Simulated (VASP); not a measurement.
# CaSbC: single point with PBE

CaSbC:

```
Ca Sb C
1.0
     4.37819    0.00000    0.00000
     0.00000    4.37819    0.00000
     0.00000    0.00000    6.32619
Ca Sb C
2 2 2
Cartesian
  2.1891 0.0000 1.9629
  0.0000 2.1891 4.3633
  2.1891 0.0000 5.3051
  0.0000 2.1891 1.0211
  0.0000 0.0000 0.0000
  2.1891 2.1891 0.0000
```

```json
{
 "Program": "VASP 6.6.1",
 "Task": "single point",
 "Functional": "PBE",
 "Potentials or basis": "VASP PAW PBE potentials, release 64 (Ca_sv, Sb, C)",
 "Cutoff": "520 eV",
 "k mesh": "4 × 4 × 4",
 "Occupations": "gaussian, width 0.1 eV",
 "Spin": "no spin polarisation"
}
```

| Property | Result |
| --- | --- |
| Pressure | 0.2 GPa |
| Largest force | 0.017 eV/Å |
| Band gap on the k mesh | zero (bands 19 and 20 overlap by 1.21 eV) |

Forces on the atoms (eV/Å):
```
Ca   0.000  0.000  0.017
Ca   0.000  0.000 -0.017
Sb   0.000  0.000  0.005
Sb   0.000  0.000 -0.005
C    0.000  0.000  0.000
C    0.000  0.000  0.000
```

Stress tensor (GPa, compression positive):
```
0.28 0.00 0.00
0.00 0.28 0.00
0.00 0.00 0.02
```

Levels at points of the mesh, in eV from the Fermi level:
```
           k point  band 15  band 16  band 17  band 18  band 19  band 20  band 21  band 22  band 23  band 24
(0.00, 0.00, 0.00)    -2.10    -2.04    -2.04    -1.82    -0.80    -0.25     1.13     1.15     1.15     1.78
(0.50, 0.00, 0.00)    -3.62    -3.62    -3.02    -3.02     0.82     0.82     0.99     0.99     2.28     2.28
(0.50, 0.50, 0.00)    -3.74    -3.74    -0.56    -0.56     0.07     0.07     1.88     1.88     2.69     2.69
(0.00, 0.00, 0.50)    -3.31    -2.14    -2.14    -2.07    -0.83    -0.27     1.41     1.41     2.51     2.51
(0.50, 0.00, 0.50)    -3.98    -3.98    -2.40    -2.40     0.20     0.20     1.30     1.30     1.69     1.69
(0.50, 0.50, 0.50)    -4.23    -4.23     0.08     0.08     0.21     0.21     1.48     1.48     2.60     2.60
```

It took 43 s on 1 thread of AMD EPYC 9R45 96-Core Processor (Zen 5), with other jobs on the host, peak memory 0.23 GiB.

Caveat: spin-orbit coupling is left out, which moves the levels of the heavy elements.
